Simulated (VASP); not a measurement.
**Cr: relaxation of shape and atoms at fixed volume with PBEsol**

The system is Cr.

```
Cr
1.0
     2.41878    0.00000    0.00000
    -1.20939    2.09472    0.00000
     0.00000    0.00000    4.31076
Cr
2
Direct
  0.33333 0.66667 0.25000
  0.66667 0.33333 0.75000
```

This isn't the form of Cr at room conditions, which is bcc.

* Program: VASP 6.6.1
* Task: relaxation of shape and atoms at fixed volume
* Functional: PBEsol
* Potentials or basis: VASP PAW PBE potentials, release 64 (Cr_pv)
* Cutoff: 600 eV
* k mesh: 19 × 19 × 10
* Occupations: fermi-dirac, width 0.1 eV
* Spin: collinear spin, ferromagnetic start
* Starting moments: [2.0, 2.0] μB
* Dipole correction: no
* Further INCAR settings: ALGO = Normal; EDIFF = 1e-06; IBRION = 2; EDIFFG = -0.005; NSW = 50; ISIF = 4

| Quantity | Value |
| --- | --- |
| Energy gained by relaxing | 0.1 meV/atom |
| Ionic steps | 3 |
| Pressure after relaxing | 14.0 GPa |
| Band gap on the k mesh | zero (filled and empty bands overlap) |
| Net moment | 0.00 μB per cell |
| Valence electrons inside the program's atomic spheres | Cr 11.21 |

Step by step:
```tsv
step	energy change (eV)	largest force (eV/Å)	pressure (GPa)	volume (Å³)
1	0.0000	0.0000	14.01	21.84
2	-0.0002	0.0000	14.03	21.84
3	-0.0002	0.0000	14.01	21.84
```

Final structure:
```yaml
crystal:
  lattice:
    - [2.42162, 0.00000, 0.00000]
    - [-1.21081, 2.09719, 0.00000]
    - [0.00000, 0.00000, 4.30063]
  atoms:
    - { symbol: Cr, position: [0.33333, 0.66667, 0.25000] }
    - { symbol: Cr, position: [0.66667, 0.33333, 0.75000] }
```

Levels at points of the mesh, in eV from the Fermi level:
Spin up:
```
           k point  band 10  band 11  band 12  band 13  band 14  band 15
(0.00, 0.00, 0.00)    -0.43    -0.43    -0.05    -0.03    -0.03     1.15
(0.00, 0.00, 0.50)    -1.74    -0.40    -0.40    -0.40    -0.40     2.00
```
Spin down:
| k point | band 8 | band 9 | band 10 | band 11 | band 12 | band 13 | band 14 | band 15 | band 16 | band 17 |
| --- | --- | --- | --- | --- | --- | --- | --- | --- | --- | --- |
| (0.00, 0.00, 0.00) | -4.38 | -1.30 | -0.43 | -0.43 | -0.05 | -0.03 | -0.03 | 1.15 | 1.15 | 2.45 |
| (0.00, 0.00, 0.50) | -5.79 | -1.74 | -1.74 | -0.40 | -0.40 | -0.40 | -0.40 | 2.00 | 2.00 | 2.00 |

It took 8 min on 1 thread of Oxide Virtual Turin-like Processor, with other jobs on the host, peak memory 0.24 GiB.

Caveat: the PAW data sets were made with another functional, which shifts forces and pressure a little.
